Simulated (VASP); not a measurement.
Runs of VASP 6.6.1 on SiS3. The structure is that of space group Fm-3m (No. 225), or close to it. The cells are those of the table. 

```tsv
task	cell	k mesh	gap on the mesh (eV)	pressure (GPa)	relaxed volume (Å³/atom)
relaxation of cell and atoms	relaxed from a = 4.490 Å, angles 60.0°, 4 atoms	6 × 6 × 6	none	0.2	(a)
single point	a = 4.442 Å, angles 60.0°, 4 atoms	12 × 12 × 12	none	-0.1	-
single point	a = 4.490 Å, angles 60.0°, 4 atoms	4 × 4 × 4	none	-0.1	-
single point	a = 4.447 Å, angles 60.0°, 4 atoms	6 × 6 × 6	none	-0.1	-
relaxation of cell and atoms	relaxed from a = 4.447 Å, angles 60.0°, 4 atoms	12 × 12 × 12	none	0.0	15.45
single point	a = 4.875 Å, angles 60.0°, 4 atoms	4 × 4 × 4	none	-10.9	-
relaxation of cell and atoms	relaxed from a = 4.875 Å, angles 60.0°, 4 atoms	4 × 4 × 4	none	-0.1	16.00
```

Alike in all rows: level PBE; potentials or basis VASP PAW PBE potentials, release 64 (Si, S); no spin polarisation; cutoff (eV) 500; smearing gaussian 0.1 eV.

Question: Estimate the missing entries.

Answer: (a) 15.49.

Caveats: some runs use coarse meshes; the volume moved by over 15 % at a fixed basis, so the end points are rough (some runs).

A gap of «none» marks levels without a gap at the run's occupations.
